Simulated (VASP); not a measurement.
A run of VASP 6.6.1:

File INCAR:

```
ALGO = Fast ; EDIFF = 1E-6
ENCUT = 520 ; GGA = PS
ISIF = 2 ; ISMEAR = 0
LASPH = T ; LCHARG = F
LREAL = F ; LWAVE = F
NBANDS = 18 ; NELM = 100
PREC = Accurate ; SIGMA = 0.15
```

KPOINTS

```
k-points
0
Gamma
  17 17 6
```

The input POSCAR:

```
Na
1.0
    0.0000000000     -3.3879506904      0.0000000000
    0.0000000000      0.0000000000     -3.3879506904
   10.0138520711      0.0000000000      0.0000000000
Na
3
Direct
    0.0000000000      0.0000000000      0.8458329585
    0.0000000000      0.0000000000      0.1691801248
    0.0000000000      0.0000000000      0.5075065416
```

Potentials or basis: VASP PAW PBE potentials, release 64 (Na_pv).

The run is started by

```sh
$ cat potpaw_PBE.64/Na_pv/POTCAR > POTCAR
$ mpirun -np 1 vasp_std > vasp.out
```

Hardware: 1 thread of Intel(R) Xeon(R) 6975P-C (Granite Rapids), with other jobs on the host.

How long does it take, and how much memory?

It took 2.2 min on 1 thread of Intel(R) Xeon(R) 6975P-C (Granite Rapids), with other jobs on the host, peak memory 0.41 GiB. Counts: scf iterations 12, k points 180.
